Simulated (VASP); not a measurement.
Wanted: the native input for a VASP 6.6.1 run.

```
Task                   : single point
Functional             : r2SCAN
Potentials or basis    : VASP PAW PBE potentials, release 64 (W_sv, S)
Cutoff                 : 520 eV
k mesh                 : 10 × 10 × 2
Occupations            : fermi-dirac, width 0.08 eV
Spin                   : no spin polarisation
Dipole correction      : no
Further INCAR settings : ALGO = Normal; EDIFF = 1e-07; NBANDS = 35
```

WS2 (Tungstenite):

```xyz
6
Lattice="3.1816 0.0000 0.0000 -1.5908 2.7554 0.0000 0.0000 0.0000 13.0637" Properties=species:S:1:pos:R:3 pbc="T T T"
W     0.0000    1.8369    3.2659
W     1.5908    0.9185    9.7978
S     0.0000    1.8369    8.2383
S     1.5908    0.9185    1.7065
S     0.0000    1.8369   11.3572
S     1.5908    0.9185    4.8254
```

One way to write it, as run:

POSCAR

```
WS2
1.0
    3.1816209713      0.0000000000      0.0000000000
   -1.5908104856      2.7553645863      0.0000000000
    0.0000000000      0.0000000000     13.0637002180
W S
2 4
Direct
    0.3333333333      0.6666666667      0.2500000000
    0.6666666667      0.3333333333      0.7500000000
    0.3333333333      0.6666666667      0.6306288372
    0.6666666667      0.3333333333      0.1306288372
    0.3333333333      0.6666666667      0.8693711628
    0.6666666667      0.3333333333      0.3693711628
```

INCAR.step1

```
SYSTEM = WS2
  PREC = Accurate
  ENCUT = 520
  ISMEAR = -1
  SIGMA = 0.08
  LREAL = .False.
  LASPH = .True.
  NELM = 60
  NBANDS = 35
  GGA = PE
  ALGO = Normal
  EDIFF = 1E-4
  LWAVE = .True.
  LCHARG = .False.
```

INCAR.step2

```
SYSTEM = WS2
  PREC = Accurate
  ENCUT = 520
  EDIFF = 1E-7
  ISMEAR = -1
  SIGMA = 0.08
  LREAL = .False.
  LASPH = .True.
  NELM = 60
  ALGO = Normal
  ISIF = 2
  LWAVE = .False.
  LCHARG = .False.
  METAGGA = R2SCAN
  LMIXTAU = .True.
  NBANDS = 35
  ISTART = 1
```

KPOINTS

```
Automatic mesh
0
Gamma
  10 10 2
  0 0 0
```

Potentials or basis: VASP PAW PBE potentials, release 64 (W_sv, S).

The run is started by

```console
$ cat potpaw_PBE.64/W_sv/POTCAR potpaw_PBE.64/S/POTCAR > POTCAR
$ cp INCAR.step1 INCAR
$ mpirun -np 1 vasp_std > vasp.out
$ cp INCAR.step2 INCAR
$ mpirun -np 1 vasp_std > vasp.out
```

Results of the run:

* Pressure: 0.2 GPa
* Largest force: 0.022 eV/Å
* Band gap on the k mesh: 1.46 eV, indirect (least direct gap 2.23 eV)

Caveat: the PAW data sets were made with another functional, which shifts forces and pressure a little; spin-orbit coupling is left out, which moves the levels of the heavy elements.

Run time: 16 min on 1 thread of AMD EPYC 7571, on a shared host, peak memory 0.26 GiB.
